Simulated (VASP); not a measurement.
# BiH (Fm-3m) in VASP: single point with r2SCAN

Aim: the single point of BiH with r2SCAN.

All numbers are computed with VASP 6.6.1; they aren't measurements. Logs are shortened: lines on timing, memory, paths and dates and some standing lists are left out, and cuts for length are marked.

### 1 The cell of the first run

The structure is cubic, space group Fm-3m (No. 225). The conventional cell has a = 5.359 Å, b = 5.359 Å, c = 5.359 Å, α = 90.00°, β = 90.00°, γ = 90.00°. H (site symmetry m-3m) has 6 Bi at 2.68 Å within 3.5 Å. Within 3.5 Å of Bi (site symmetry m-3m) lie 6 H at 2.68 Å.

### 2 Single point, r2SCAN

File POSCAR:

```
BiH
1.0
    0.0000000000      2.6796960000      2.6796960000
    2.6796960000      0.0000000000      2.6796960000
    2.6796960000      2.6796960000      0.0000000000
H Bi
1 1
Direct
    0.0000000000      0.0000000000      0.0000000000
    0.5000000000      0.5000000000      0.5000000000
```

File INCAR.step1:

```
PREC = Accurate ; ENCUT = 550
ISMEAR = -4 ; SIGMA = 0.1
LREAL = False ; LASPH = True
NELM = 120 ; NBANDS = 15
GGA = PE ; ALGO = Normal
EDIFF = 1E-5 ; LWAVE = True
LCHARG = False ; GGA_COMPAT = False
```

File INCAR.step2:

```
PREC = Accurate ; ENCUT = 550
EDIFF = 1E-6 ; ISMEAR = -4
SIGMA = 0.1 ; LREAL = False
LASPH = True ; NELM = 120
ALGO = Normal ; ISIF = 2
LWAVE = False ; LCHARG = False
METAGGA = R2SCAN ; LMIXTAU = True
NBANDS = 15 ; ISTART = 1
GGA_COMPAT = False
```

File KPOINTS:

```
Automatic mesh
0
Gamma
  6 6 6
```

Potentials or basis: VASP PAW PBE potentials, release 64 (H, Bi_d).

Launch:

```
$ cat potpaw_PBE.64/H/POTCAR potpaw_PBE.64/Bi_d/POTCAR > POTCAR
$ cp INCAR.step1 INCAR
$ mpirun -np 1 vasp_std > vasp.out
$ cp INCAR.step2 INCAR
$ mpirun -np 1 vasp_std > vasp.out
```

OUTCAR:

```text
PREC = Accurate
   ENCUT = 550
   EDIFF = 1E-6
   ISMEAR = -4
   LREAL = False
   LASPH = True
   NELM = 120
   ISIF = 2
   METAGGA = R2SCAN
   ISTART = 1

 ion  position               nearest neighbor table
   1  0.000  0.000  0.000-
   2  0.500  0.500  0.500-

  LATTYP: Found a face centered cubic cell.
 ALAT       =     5.3593920000

  Lattice vectors:

 A1 = (   0.0000000000,   2.6796960000,   2.6796960000)
 A2 = (   2.6796960000,   0.0000000000,   2.6796960000)
 A3 = (   2.6796960000,   2.6796960000,   0.0000000000)

Analysis of symmetry for initial positions (statically):
=====================================================================
 Subroutine PRICEL returns:
 Original cell was already a primitive cell.

 Routine SETGRP: Setting up the symmetry group for a
 face centered cubic supercell.

 Subroutine GETGRP returns: Found 48 space group operations
 (whereof 48 operations were pure point group operations)
 out of a pool of 48 trial point group operations.

The static configuration has the point symmetry O_h .

Analysis of symmetry for dynamics (positions and initial velocities):
=====================================================================
 Subroutine PRICEL returns:
 Original cell was already a primitive cell.

 Routine SETGRP: Setting up the symmetry group for a
 face centered cubic supercell.

 Subroutine GETGRP returns: Found 48 space group operations
 (whereof 48 operations were pure point group operations)
 out of a pool of 48 trial point group operations.

The dynamic configuration has the point symmetry O_h .

 Subroutine INISYM returns: Found 48 space group operations
 (whereof 48 operations are pure point group operations),
 and found     1 'primitive' translations

----------------------------------------------------------------------------------------

                                     Primitive cell

  volume of cell :      38.4846

  direct lattice vectors                    reciprocal lattice vectors
     0.000000000  2.679696000  2.679696000    -0.186588329  0.186588329  0.186588329
     2.679696000  0.000000000  2.679696000     0.186588329 -0.186588329  0.186588329
     2.679696000  2.679696000  0.000000000     0.186588329  0.186588329 -0.186588329

  length of vectors
     3.789662426  3.789662426  3.789662426     0.323180467  0.323180467  0.323180467

  position of ions in fractional coordinates (direct lattice)
     0.000000000  0.000000000  0.000000000
     0.500000000  0.500000000  0.500000000

  ion indices of the primitive-cell ions
   primitive index   ion index
                 1           1
                 2           2

----------------------------------------------------------------------------------------

 KPOINTS: Automatic mesh

Automatic generation of k-mesh.
 Grid dimensions read from file:
 generate k-points for:    6    6    6

 Generating k-lattice:

  Cartesian coordinates                     Fractional coordinates (reciprocal lattice)
    -0.031098055  0.031098055  0.031098055     0.166666667  0.000000000  0.000000000
     0.031098055 -0.031098055  0.031098055     0.000000000  0.166666667  0.000000000
     0.031098055  0.031098055 -0.031098055     0.000000000  0.000000000  0.166666667

  Length of vectors
     0.053863411  0.053863411  0.053863411

  Shift w.r.t. Gamma in fractional coordinates (k-lattice)
     0.000000000  0.000000000  0.000000000

 TETIRR: Found     35 inequivalent tetrahedra from     1296

 Subroutine IBZKPT returns following result:
 ===========================================

 Found     16 irreducible k-points:

 Following reciprocal coordinates:
            Coordinates               Weight
  0.000000  0.000000  0.000000      1.000000
  0.166667  0.000000  0.000000      8.000000
  0.333333  0.000000  0.000000      8.000000
  0.500000  0.000000  0.000000      4.000000
  0.166667  0.166667  0.000000      6.000000
  0.333333  0.166667  0.000000     24.000000
[... 8 lines left out ...]
 -0.333333  0.333333  0.166667     24.000000
 -0.333333  0.500000  0.166667     12.000000
   k-points           NKPTS =     16   k-points in BZ     NKDIM =     16   number of bands    NBANDS=     15
   number of dos      NEDOS =    301   number of ions     NIONS =      2
   total plane-waves  NPLWV =  27000
   dimension x,y,z NGX =    30 NGY =   30 NGZ =   30
   dimension x,y,z NGXF=    60 NGYF=   60 NGZF=   60
   ions per type =               1   1
   NGX,Y,Z   is equivalent  to a cutoff of  13.16, 13.16, 13.16 a.u.
   NGXF,Y,Z  is equivalent  to a cutoff of  26.32, 26.32, 26.32 a.u.
 SYSTEM =  unknown system
   PREC   = accura    normal or accurate (medium, high low for compatibility)
   ISTART =      1    job   : 0-new  1-cont  2-samecut
   ICHARG =      0    charge: 1-file 2-atom 10-const
   ISPIN  =      1    spin polarized calculation?
   LNONCOLLINEAR =      F non collinear calculations
   LSORBIT =      F    spin-orbit coupling
   LASPH  =      T    aspherical Exc in radial PAW
   ENCUT  =  550.0 eV  40.42 Ry    6.36 a.u.   7.25  7.25  7.25*2*pi/ulx,y,z
   NELM   =    120;   NELMIN=  2; NELMDL=  0     # of ELM steps
   EDIFF  = 0.1E-05   stopping-criterion for ELM
   LREAL  =      F    real-space projection
   EDIFFG = 0.1E-04   stopping-criterion for IOM
   NSW    =      0    number of steps for IOM
   IBRION =     -1    ionic relax: 0-MD 1-quasi-New 2-CG
   NFREE  =      0    steps in history (QN), initial steepest desc. (CG)
   ISIF   =      2    stress and relaxation
   ISYM   =      2    0-nonsym 1-usesym 2-fastsym
   POTIM  = 0.5000    time-step for ionic-motion
   TEBEG  =    0.0;   TEEND  =   0.0 temperature during run
   PSTRESS=    0.0 pullay stress
   NELECT =      16.0000    total number of electrons
   NUPDOWN=      -1.0000    fix difference up-down
   EMIN   =  10.00;   EMAX   =-10.00  energy-range for DOS
   EFERMI =   0.00;   METHOD = LEGACY
   ISMEAR =    -4;   SIGMA  =   0.10  broadening in eV -4-tet -1-fermi 0-gaus
   EFERMI_NEDOS =   21; number of points for ismear=-14 and -15
   IALGO  =     38    algorithm
   IMIX   =      4    mixing-type and parameters
     AMIX     =   0.40;   BMIX     =  1.00
     AMIX_MAG =   1.60;   BMIX_MAG =  1.00
  volume/ion in A,a.u.               =      19.24       129.85
  Fermi-wavevector in a.u.,A,eV,Ry     =   1.221854  2.308969 20.312506  1.492927
  Thomas-Fermi vector in A             =   2.357022
   LORBIT       =      0    0 simple, 1 ext, 2 COOP (PROOUT), +10 PAW based schemes
   METAGGA = R2SCAN    functional components
   LHFCALC =     F    Hartree Fock is set to
   AEXX    =    0.0000 exact exchange contribution
   IVDW    =     0    specifies the selected vdW correction
   LEPSILON=     F    determine dielectric tensor
   LRPA    =     F    only Hartree local field effects (RPA)
 non-spin polarized calculation
 Fermi weights with tetrahedron method witout Bloechl corrections
  energy-cutoff  :      550.00
  volume of cell :       38.48
 maximum number of plane-waves:      1158
 NGX is ok and might be reduce to    30
   NGX = 15   NGY = 15   NGZ = 15

 number of electron      16.0000004 magnetization

 Free energy of the ion-electron system (eV)
  ---------------------------------------------------
  ext. energy  EPLUGINS =         0.00000000
  ---------------------------------------------------
  free energy    TOTEN  =       -59.87081240 eV

  energy without entropy =      -59.87081240  energy(sigma->0) =      -59.87081240

 E-fermi :   6.3484     XC(G=0): -10.5134

 val. band max:        6.3952191765   @ k =   0.5000   0.3333   0.0000
 cond. band min:       5.7742751726   @ k =   0.5000   0.3333   0.1667
 fundamental gap:     -0.6209440040
 Fermi energy:         6.3483612696

 k-point     1 :       0.0000    0.0000    0.0000
  band No.  band energies     occupation
      1     -17.7275      2.00000
      2     -17.7275      2.00000
      3     -17.7275      2.00000
      4     -17.6821      2.00000
      5     -17.6821      2.00000
      6      -7.3866      2.00000
      7       5.9076      2.00000
      8       9.4370      0.00000
      9       9.4370      0.00000
     10       9.4370      0.00000
     11      15.8337      0.00000
     12      16.1513      0.00000
     13      16.1513      0.00000
     14      16.1513      0.00000
     15      18.2766      0.00000

 k-point     2 :       0.1667    0.0000    0.0000
  band No.  band energies     occupation
      1     -17.7249      2.00000
      2     -17.7188      2.00000
      3     -17.7188      2.00000
      4     -17.6805      2.00000
      5     -17.6805      2.00000
      6      -6.9814      2.00000
      7       4.1743      2.00000
      8       9.1410      0.00000
      9       9.1410      0.00000
     10       9.2298      0.00000
     11      14.3864      0.00000
     12      16.3184      0.00000
     13      16.3184      0.00000
     14      16.3337      0.00000
     15      17.3942      0.00000

 k-point     3 :       0.3333    0.0000    0.0000
  band No.  band energies     occupation
      1     -17.7203      2.00000
      2     -17.7164      2.00000
      3     -17.7164      2.00000
      4     -17.6621      2.00000
      5     -17.6621      2.00000
      6      -5.8836      2.00000
      7       1.1805      2.00000
      8       8.6540      0.02486
      9       8.6540      0.00000
     10       8.7717      0.00000
     11      13.0197      0.00000
     12      14.9203      0.00000
     13      14.9203      0.00000
     14      18.1282      0.00000
     15      19.5865      0.00000
[... 199 lines left out ...]
 k-point    15 :      -0.3333    0.3333    0.1667
  band No.  band energies     occupation
      1     -17.7201      2.00000
      2     -17.7081      2.00000
      3     -17.6844      2.00000
      4     -17.6727      2.00000
      5     -17.6506      2.00000
      6      -4.4231      2.00000
      7       0.7460      2.00000
      8       4.3784      2.00000
      9       4.8703      1.54859
     10       9.2050      0.00000
     11      14.5881      0.00000
     12      16.9293      0.00000
     13      17.6706      0.00000
     14      20.1720      0.00000
     15      20.2189      0.00000

 k-point    16 :      -0.3333    0.5000    0.1667
  band No.  band energies     occupation
      1     -17.7335      2.00000
      2     -17.7198      2.00000
      3     -17.6735      2.00000
      4     -17.6601      2.00000
      5     -17.6428      2.00000
      6      -4.2261      2.00000
      7       1.9289      2.00000
      8       2.7214      2.00000
      9       4.4633      1.97283
     10       8.5468      0.00246
     11      13.9694      0.00000
     12      16.7916      0.00000
     13      18.8163      0.00000
     14      22.7922      0.00000
     15      23.2342      0.00000

------------------------ aborting loop because EDIFF is reached ----------------------------------------

  FORCE on cell =-STRESS in cart. coord.  units (eV):
  Direction    XX          YY          ZZ          XY          YZ          ZX
  --------------------------------------------------------------------------------------
  -------------------------------------------------------------------------------------
  Total       -0.9974699     -0.9974699     -0.9974699     -0.0000000      0.0000000      0.0000000
  in kB      -41.5263550    -41.5263550    -41.5263550     -0.0000000      0.0000000      0.0000000
  external PRESSURE =     -41.5263550 kB  Pullay stress =       0.0000000 kB

 VOLUME and BASIS-vectors are now :
 -----------------------------------------------------------------------------
  energy-cutoff  :      550.00
  volume of cell :       38.48
      direct lattice vectors                 reciprocal lattice vectors
     0.000000000  2.679696000  2.679696000    -0.186588329  0.186588329  0.186588329
     2.679696000  0.000000000  2.679696000     0.186588329 -0.186588329  0.186588329
     2.679696000  2.679696000  0.000000000     0.186588329  0.186588329 -0.186588329

 POSITION                                       TOTAL-FORCE (eV/Angst)
 -----------------------------------------------------------------------------------
      0.00000      0.00000      0.00000         0.000000      0.000000     -0.000000
      2.67970      2.67970      2.67970        -0.000000      0.000000      0.000000
 -----------------------------------------------------------------------------------
    total drift:                                0.000000     -0.000000      0.000000

  FREE ENERGIE OF THE ION-ELECTRON SYSTEM (eV)
  ---------------------------------------------------
  free  energy   TOTEN  =       -59.8708123985 eV

  energy  without entropy=      -59.8708123985  energy(sigma->0) =      -59.87081240
```

Run time: 30 s. Hardware: 1 thread of Intel Xeon 6975P-C (Granite Rapids), shared host; peak memory 0.17 GiB.

Results:

| Item | Value |
| --- | --- |
| Free energy | -59.8708 eV |
| Pressure | -4.2 GPa |
| Band gap on the k mesh | zero (band 8 reaches 9.44 eV, above the bottom of band 9 at 4.46 eV) |

Levels at points of the mesh, in eV from the Fermi level:
```tsv
k point	band 6	band 7	band 8	band 9	band 10	band 11
(0.00, 0.00, 0.00)	-13.73	-0.44	3.09	3.09	3.09	9.49
(0.50, 0.00, 0.00)	-11.34	-6.81	2.10	2.10	2.24	6.12
(0.50, 0.50, 0.00)	-10.68	-4.27	-3.03	-0.41	-0.41	5.10
```

Caveat: the PAW data sets were made with another functional, which shifts forces and pressure a little; spin-orbit coupling is left out, which moves the levels of the heavy elements.
